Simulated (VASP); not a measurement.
Mn, 1 atom in the cell. It takes space group Pm-3m (No. 221, cubic). Conventional cell: a = 2.319 Å, b = 2.319 Å, c = 2.319 Å, α = 90.00°, β = 90.00°, γ = 90.00°. Within 3.1 Å of Mn (site symmetry m-3m) lie 6 Mn at 2.32 Å. This isn't the form of Mn at room conditions, which is a 58-atom cubic cell.

```yaml
Program: VASP 6.6.1
Task: single point
Functional: BLYP
Potentials_or_basis: VASP PAW PBE potentials, release 64 (Mn_pv)
Cutoff: 520 eV
k_mesh: 15 × 15 × 15
Occupations: fermi-dirac, width 0.05 eV
Spin: collinear spin, ferromagnetic start
Starting_moments: "[0.516] μB"
Dipole_correction: no
Further_INCAR_settings: ALGO = Normal; EDIFF = 1e-06; NBANDS = 16
```

Potentials or basis: VASP PAW PBE potentials, release 64 (Mn_pv).

The run is started by

```bash
$ cat potpaw_PBE.64/Mn_pv/POTCAR > POTCAR
$ mpirun -np 1 vasp_std > vasp.out
```

Hardware: 1 thread of AMD EPYC 7R13 (shared host).

Question: Estimate the wall time of this run.

Answer: Run time: 74 s on 1 thread of AMD EPYC 7R13 (shared host), peak memory 0.12 GiB. Counts: scf iterations 14, k points 120.
